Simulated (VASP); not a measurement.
Wanted: the native input for a VASP 6.6.1 run.

* Task: single point
* Functional: LDA
* Potentials or basis: VASP PAW LDA potentials, release 64 (Hg)
* Cutoff: 520 eV
* k mesh: 17 × 17 × 17
* Occupations: fermi-dirac, width 0.08 eV
* Spin: no spin polarisation
* Dipole correction: no
* Further INCAR settings: ALGO = Normal; EDIFF = 1e-06; NBANDS = 19

The structure of Hg lies in POSCAR:

```
Hg
1.0
   -2.3932756392      2.3932756392      1.2418474647
    2.3932756392     -2.3932756392      1.2418474647
    2.3932756392      2.3932756392     -1.2418474647
Hg
2
Direct
   -0.3750000000     -0.1250000000     -0.2500000000
    0.3750000000      0.1250000000      0.2500000000
```

The input as run:

INCAR

```
PREC = Accurate
ENCUT = 520
EDIFF = 1E-6
ISMEAR = -1
SIGMA = 0.08
LREAL = F
LASPH = T
NELM = 80
ALGO = Normal
ISIF = 2
LWAVE = F
LCHARG = F
GGA = CA
NBANDS = 19
```

KPOINTS

```
Automatic mesh
0
Gamma
  17 17 17
```

Potentials or basis: VASP PAW LDA potentials, release 64 (Hg).

Run with:

```bash
$ cat potpaw_LDA.64/Hg/POTCAR > POTCAR
$ mpirun -np 1 vasp_std > vasp.out
```

Results of the run:

```json
{
  "Pressure": "139.3 GPa",
  "Band gap on the k mesh": "zero (bands 12 and 13 overlap by 6.82 eV)"
}
```

Caveat: the cell stands under pressure; spin-orbit coupling is left out, which moves the levels of the heavy elements.

Run time: 4.9 min on 1 thread of AMD EPYC 7R13 (shared host), peak memory 0.26 GiB.
